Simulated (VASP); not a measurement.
# ZnSb2C (P-4m2) in VASP: settings compared

Aim: see how the results for ZnSb2C move with the level of theory and the settings. Levels: PBE, r2SCAN. Tasks: single point.

Everything below comes from runs of VASP 6.6.1. Logs are shortened: lines on timing, memory, paths and dates and some standing lists are left out, and cuts for length are marked.

### Step 1. The cell of the first run

The structure is tetragonal, space group P-4m2 (No. 115). The conventional cell has a = 3.945 Å, b = 3.945 Å, c = 11.919 Å, α = 90.00°, β = 90.00°, γ = 90.00°. Within 3.5 Å of Zn (site symmetry 2mm) lie 4 Sb at 2.62 to 2.68 Å. Within 3.5 Å of Sb (site symmetry -4m2) lie 4 Zn at 2.62 Å. Sb (site symmetry 2mm) has 2 C at 2.33 Å and 2 Zn at 2.68 Å within 3.1 Å. Sb (site symmetry -4m2) has 4 C at 2.30 Å within 3.0 Å. C (site symmetry 2mm) has 4 Sb at 2.30 to 2.33 Å within 3.0 Å.

### Step 2. Single point, PBE (volume changed by +3%)

Contents of INCAR:

```
SYSTEM = ZnSb2C
PREC = Accurate ; ENCUT = 520
EDIFF = 1E-6 ; ISMEAR = -1
SIGMA = 0.02 ; LREAL = .False.
LASPH = .True. ; NELM = 60
ALGO = Normal ; ISIF = 2
LWAVE = .False. ; LCHARG = .False.
GGA = PE ; NBANDS = 36
```

Contents of KPOINTS:

```
regular mesh
0
Gamma
  6 6 2
  0 0 0
```

Contents of POSCAR:

```
ZnSb2C
1.0
    3.9446504943      0.0000000000      0.0000000000
    0.0000000000      3.9446504943      0.0000000000
    0.0000000000      0.0000000000     11.9190971296
Zn Sb C
2 4 2
Direct
    0.5000000000      0.0000000000      0.8547331895
    0.0000000000      0.5000000000      0.1452668105
    0.5000000000      0.5000000000      0.0000000000
    0.0000000000      0.0000000000      0.2974351206
    0.5000000000      0.5000000000      0.5000000000
    0.0000000000      0.0000000000      0.7025648794
    0.5000000000      0.0000000000      0.4011644414
    0.0000000000      0.5000000000      0.5988355586
```

Potentials or basis: VASP PAW PBE potentials, release 64 (Zn, Sb, C).

The run is started by

```bash
$ cat potpaw_PBE.64/Zn/POTCAR potpaw_PBE.64/Sb/POTCAR potpaw_PBE.64/C/POTCAR > POTCAR
$ mpirun -np 1 vasp_std > vasp.out
```

OUTCAR:

```text
SYSTEM = ZnSb2C
   PREC = Accurate
   ENCUT = 520
   EDIFF = 1E-6
   ISMEAR = -1
   LREAL = .False.
   LASPH = .True.
   NELM = 60
   ISIF = 2
   GGA = PE

 ion  position               nearest neighbor table
   1  0.500  0.000  0.855-   3 2.62   3 2.62   6 2.68   6 2.68
   2  0.000  0.500  0.145-   3 2.62   3 2.62   4 2.68   4 2.68
   3  0.500  0.500  0.000-   1 2.62   2 2.62   1 2.62   2 2.62
   4  0.000  0.000  0.297-   7 2.33   7 2.33   2 2.68   2 2.68   5 3.69   5 3.69   5 3.69   5 3.69

   5  0.500  0.500  0.500-   7 2.30   8 2.30   7 2.30   8 2.30   4 3.69   6 3.69   4 3.69   4 3.69
                             6 3.69   6 3.69   4 3.69   6 3.69
   6  0.000  0.000  0.703-   8 2.33   8 2.33   1 2.68   1 2.68   5 3.69   5 3.69   5 3.69   5 3.69

   7  0.500  0.000  0.401-   5 2.30   5 2.30   4 2.33   4 2.33
   8  0.000  0.500  0.599-   5 2.30   5 2.30   6 2.33   6 2.33

  LATTYP: Found a simple tetragonal cell.
 ALAT       =     3.9446504943
 C/A-ratio  =     3.0215850927

  Lattice vectors:

 A1 = (   3.9446504943,   0.0000000000,   0.0000000000)
 A2 = (   0.0000000000,   3.9446504943,   0.0000000000)
 A3 = (   0.0000000000,   0.0000000000,  11.9190971296)

Analysis of symmetry for initial positions (statically):
=====================================================================
 Subroutine PRICEL returns:
 Original cell was already a primitive cell.

 Routine SETGRP: Setting up the symmetry group for a
 simple tetragonal supercell.

 Subroutine GETGRP returns: Found  8 space group operations
 (whereof  8 operations were pure point group operations)
 out of a pool of 16 trial point group operations.

The static configuration has the point symmetry D_2d.

Analysis of symmetry for dynamics (positions and initial velocities):
=====================================================================
 Subroutine PRICEL returns:
 Original cell was already a primitive cell.

 Routine SETGRP: Setting up the symmetry group for a
 simple tetragonal supercell.

 Subroutine GETGRP returns: Found  8 space group operations
 (whereof  8 operations were pure point group operations)
 out of a pool of 16 trial point group operations.

The dynamic configuration has the point symmetry D_2d.

 Subroutine INISYM returns: Found  8 space group operations
 (whereof  8 operations are pure point group operations),
 and found     1 'primitive' translations

----------------------------------------------------------------------------------------

                                     Primitive cell

  volume of cell :     185.4643

  direct lattice vectors                    reciprocal lattice vectors
     3.944650494  0.000000000  0.000000000     0.253507884  0.000000000  0.000000000
     0.000000000  3.944650494  0.000000000     0.000000000  0.253507884  0.000000000
     0.000000000  0.000000000 11.919097130     0.000000000  0.000000000  0.083898972

  length of vectors
     3.944650494  3.944650494 11.919097130     0.253507884  0.253507884  0.083898972

  position of ions in fractional coordinates (direct lattice)
     0.500000000  0.000000000  0.854733190
     0.000000000  0.500000000  0.145266810
     0.500000000  0.500000000  0.000000000
     0.000000000  0.000000000  0.297435121
     0.500000000  0.500000000  0.500000000
     0.000000000  0.000000000  0.702564879
     0.500000000  0.000000000  0.401164441
     0.000000000  0.500000000  0.598835559

  ion indices of the primitive-cell ions
   primitive index   ion index
                 1           1
                 2           2
                 3           3
                 4           4
                 5           5
                 6           6
                 7           7
                 8           8

----------------------------------------------------------------------------------------

 KPOINTS: regular mesh

Automatic generation of k-mesh.
 Grid dimensions read from file:
 generate k-points for:    6    6    2

 Generating k-lattice:

  Cartesian coordinates                     Fractional coordinates (reciprocal lattice)
     0.042251314  0.000000000  0.000000000     0.166666667  0.000000000  0.000000000
     0.000000000  0.042251314  0.000000000     0.000000000  0.166666667  0.000000000
     0.000000000  0.000000000  0.041949486     0.000000000  0.000000000  0.500000000

  Length of vectors
     0.042251314  0.042251314  0.041949486

  Shift w.r.t. Gamma in fractional coordinates (k-lattice)
     0.000000000  0.000000000  0.000000000

 Subroutine IBZKPT returns following result:
 ===========================================

 Found     20 irreducible k-points:

 Following reciprocal coordinates:
            Coordinates               Weight
  0.000000  0.000000  0.000000      1.000000
  0.166667  0.000000  0.000000      4.000000
  0.333333  0.000000  0.000000      4.000000
  0.500000  0.000000  0.000000      2.000000
  0.166667  0.166667  0.000000      4.000000
  0.333333  0.166667  0.000000      8.000000
[... 12 lines left out ...]
  0.500000  0.333333  0.500000      4.000000
  0.500000  0.500000  0.500000      1.000000
   k-points           NKPTS =     20   k-points in BZ     NKDIM =     20   number of bands    NBANDS=     36
   number of dos      NEDOS =    301   number of ions     NIONS =      8
   total plane-waves  NPLWV =  81000
   dimension x,y,z NGX =    30 NGY =   30 NGZ =   90
   dimension x,y,z NGXF=    60 NGYF=   60 NGZF=  180
   ions per type =               2   4   2
   NGX,Y,Z   is equivalent  to a cutoff of  12.64, 12.64, 12.55 a.u.
   NGXF,Y,Z  is equivalent  to a cutoff of  25.29, 25.29, 25.11 a.u.
 SYSTEM =  ZnSb2C
   PREC   = accura    normal or accurate (medium, high low for compatibility)
   ISTART =      0    job   : 0-new  1-cont  2-samecut
   ICHARG =      2    charge: 1-file 2-atom 10-const
   ISPIN  =      1    spin polarized calculation?
   LNONCOLLINEAR =      F non collinear calculations
   LSORBIT =      F    spin-orbit coupling
   LASPH  =      T    aspherical Exc in radial PAW
   ENCUT  =  520.0 eV  38.22 Ry    6.18 a.u.   7.33  7.33 22.16*2*pi/ulx,y,z
   NELM   =     60;   NELMIN=  2; NELMDL= -5     # of ELM steps
   EDIFF  = 0.1E-05   stopping-criterion for ELM
   LREAL  =      F    real-space projection
[... 7 lines left out ...]
   TEBEG  =    0.0;   TEEND  =   0.0 temperature during run
   PSTRESS=    0.0 pullay stress
   NELECT =      52.0000    total number of electrons
   NUPDOWN=      -1.0000    fix difference up-down
   EMIN   =  10.00;   EMAX   =-10.00  energy-range for DOS
   EFERMI =   0.00;   METHOD = LEGACY
   ISMEAR =    -1;   SIGMA  =   0.02  broadening in eV -4-tet -1-fermi 0-gaus
   EFERMI_NEDOS =   21; number of points for ismear=-14 and -15
   IALGO  =     38    algorithm
   IMIX   =      4    mixing-type and parameters
     AMIX     =   0.40;   BMIX     =  1.00
     AMIX_MAG =   1.60;   BMIX_MAG =  1.00
  volume/ion in A,a.u.               =      23.18       156.45
  Fermi-wavevector in a.u.,A,eV,Ry     =   1.071493  2.024827 15.620797  1.148096
  Thomas-Fermi vector in A             =   2.207234
   LORBIT       =      0    0 simple, 1 ext, 2 COOP (PROOUT), +10 PAW based schemes
   GGA     = PE    functional components
[... 5 lines left out ...]
 non-spin polarized calculation
  energy-cutoff  :      520.00
  volume of cell :      185.46
 maximum number of plane-waves:      5037
 NGX is ok and might be reduce to    30
   NGX = 15   NGY = 15   NGZ = 45

 number of electron      52.0000023 magnetization

 Free energy of the ion-electron system (eV)
  ---------------------------------------------------
  ext. energy  EPLUGINS =         0.00000000
  ---------------------------------------------------
  free energy    TOTEN  =       -31.36735375 eV

  energy without entropy =      -31.36399556  energy(sigma->0) =      -31.36567465

 E-fermi :   5.3515     XC(G=0):  -9.4993

 val. band max:        5.2843868782   @ k =   0.1667   0.0000   0.0000
 cond. band min:       5.3554972309   @ k =   0.1667   0.0000   0.5000
 fundamental gap:      0.0711103527
 Fermi energy:         5.3514981981

 k-point     1 :       0.0000    0.0000    0.0000
  band No.  band energies     occupation
      1      -9.0354      2.00000
      2      -7.3279      2.00000
      3      -5.1807      2.00000
      4      -4.2131      2.00000
      5      -3.0044      2.00000
      6      -2.0584      2.00000
[... 28 lines left out ...]
     35       9.1868      0.00000
     36      10.0001      0.00000

 k-point     2 :       0.1667    0.0000    0.0000
  band No.  band energies     occupation
      1      -8.8212      2.00000
      2      -7.1796      2.00000
      3      -5.0299      2.00000
      4      -4.2347      2.00000
      5      -3.1410      2.00000
      6      -2.0610      2.00000
[... 28 lines left out ...]
     35       9.7528      0.00000
     36       9.8819      0.00000

 k-point     3 :       0.3333    0.0000    0.0000
  band No.  band energies     occupation
      1      -8.2157      2.00000
      2      -6.9409      2.00000
      3      -4.9026      2.00000
      4      -4.3587      2.00000
      5      -3.2593      2.00000
      6      -2.4338      2.00000
[... 28 lines left out ...]
     35       9.2856      0.00000
     36      10.0559      0.00000
[... 586 lines left out ...]
 k-point    19 :       0.5000    0.3333    0.5000
  band No.  band energies     occupation
      1      -6.6643      2.00000
      2      -6.4381      2.00000
      3      -4.4972      2.00000
      4      -4.2975      2.00000
      5      -3.7581      2.00000
      6      -3.7164      2.00000
[... 28 lines left out ...]
     35       9.5987      0.00000
     36       9.8472      0.00000

 k-point    20 :       0.5000    0.5000    0.5000
  band No.  band energies     occupation
      1      -5.9560      2.00000
      2      -5.9560      2.00000
      3      -5.1449      2.00000
      4      -4.3787      2.00000
      5      -4.2320      2.00000
      6      -3.5971      2.00000
[... 28 lines left out ...]
     35      10.2601      0.00000
     36      10.2620      0.00000

------------------------ aborting loop because EDIFF is reached ----------------------------------------

  FORCE on cell =-STRESS in cart. coord.  units (eV):
  Direction    XX          YY          ZZ          XY          YZ          ZX
  --------------------------------------------------------------------------------------
  -------------------------------------------------------------------------------------
  Total       -2.0634238     -2.0634238     -1.8732275      0.0000000      0.0000000     -0.0000000
  in kB      -17.8253722    -17.8253722    -16.1823165      0.0000000      0.0000000     -0.0000000
  external PRESSURE =     -17.2776869 kB  Pullay stress =       0.0000000 kB

 VOLUME and BASIS-vectors are now :
 -----------------------------------------------------------------------------
  energy-cutoff  :      520.00
  volume of cell :      185.46
      direct lattice vectors                 reciprocal lattice vectors
     3.944650494  0.000000000  0.000000000     0.253507884  0.000000000  0.000000000
     0.000000000  3.944650494  0.000000000     0.000000000  0.253507884  0.000000000
     0.000000000  0.000000000 11.919097130     0.000000000  0.000000000  0.083898972

 POSITION                                       TOTAL-FORCE (eV/Angst)
 -----------------------------------------------------------------------------------
      1.97233      0.00000     10.18765        -0.000000      0.000000      0.017627
      0.00000      1.97233      1.73145         0.000000      0.000000     -0.017627
      1.97233      1.97233      0.00000         0.000000      0.000000      0.000000
      0.00000      0.00000      3.54516         0.000000      0.000000      0.057942
      1.97233      1.97233      5.95955         0.000000     -0.000000      0.000000
      0.00000      0.00000      8.37394         0.000000      0.000000     -0.057942
      1.97233      0.00000      4.78152         0.000000      0.000000     -0.033907
      0.00000      1.97233      7.13758         0.000000      0.000000      0.033907
 -----------------------------------------------------------------------------------
    total drift:                                0.000000     -0.000000      0.000000

  FREE ENERGIE OF THE ION-ELECTRON SYSTEM (eV)
  ---------------------------------------------------
  free  energy   TOTEN  =       -31.3673537519 eV

  energy  without entropy=      -31.3639955551  energy(sigma->0) =      -31.36567465
```

Wall time 5.3 min (1 thread of Oxide Virtual Turin-like, shared host); peak memory 0.3 GiB.

What came out:

```
Free energy            : -31.3674 eV
Pressure               : -1.7 GPa
Largest force          : 0.058 eV/Å
Band gap on the k mesh : zero (band 26 reaches 5.36 eV, above the bottom of band 27 at 5.13 eV)
```

Forces in eV/Å, atoms in the order of the input:
```
Zn   0.000  0.000  0.018
Zn   0.000  0.000 -0.018
Sb   0.000  0.000  0.000
Sb   0.000  0.000  0.058
Sb   0.000  0.000  0.000
Sb   0.000  0.000 -0.058
C    0.000  0.000 -0.034
C    0.000  0.000  0.034
```

Levels at points of the mesh, in eV from the Fermi level:
```
           k point  band 22  band 23  band 24  band 25  band 26  band 27  band 28  band 29  band 30  band 31
(0.00, 0.00, 0.00)    -1.37    -1.11    -0.46    -0.31    -0.22    -0.22     0.77     0.96     0.96     2.77
(0.50, 0.00, 0.00)    -3.43    -1.89    -1.70    -0.92    -0.57     0.30     0.93     2.04     2.07     3.22
(0.50, 0.50, 0.00)    -3.83    -3.06    -2.69    -2.69    -1.94     0.67     0.67     1.31     1.44     3.11
(0.00, 0.00, 0.50)    -2.46    -0.50    -0.44    -0.10    -0.10     0.18     0.19     0.72     0.72     3.06
(0.50, 0.00, 0.50)    -3.23    -2.62    -2.50    -0.41    -0.14     0.30     0.93     1.67     1.78     3.28
(0.50, 0.50, 0.50)    -3.75    -3.17    -2.80    -2.80    -2.00     1.25     1.25     1.70     1.88     2.07
```

Caveat: spin-orbit coupling is left out, which moves the levels of the heavy elements.

[end of part 1 of 2]
